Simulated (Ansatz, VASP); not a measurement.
## SrCl2 in VASP and in Ansatz

```
Sr Cl
1.0
     0.00000    3.51923    3.51923
     3.51923    0.00000    3.51923
     3.51923    3.51923    0.00000
Sr Cl
1 2
Cartesian
  0.0000 0.0000 0.0000
  1.7596 1.7596 1.7596
  5.2788 5.2788 5.2788
```

Alike in both runs: functional PBE; k mesh 6 × 6 × 6; occupations gaussian, width 0.02 eV; no spin polarisation.

Ansatz relaxed the structure, and its values are those at the end. VASP's run is a single point on that final structure, the one shown.

```csv
,VASP,Ansatz
version,VASP 6.6.1,Ansatz 0.2.0
potentials or method,"VASP PAW PBE potentials, release 64 (Sr_sv, Cl), cutoff 520 eV","scalar-relativistic, plane waves, PAW"
valence electrons in the cell,24,24
```

Ansatz gave:

* gap on the k mesh at the Fermi level (eV): 5.24
* least direct gap on the mesh (eV): 5.52
* pressure (GPa): 0.0

**Question.** Estimate VASP's values.

**Answer.** gap on the k mesh at the Fermi level (eV): 5.24; least direct gap on the mesh (eV): 5.52; pressure (GPa): 0.1.
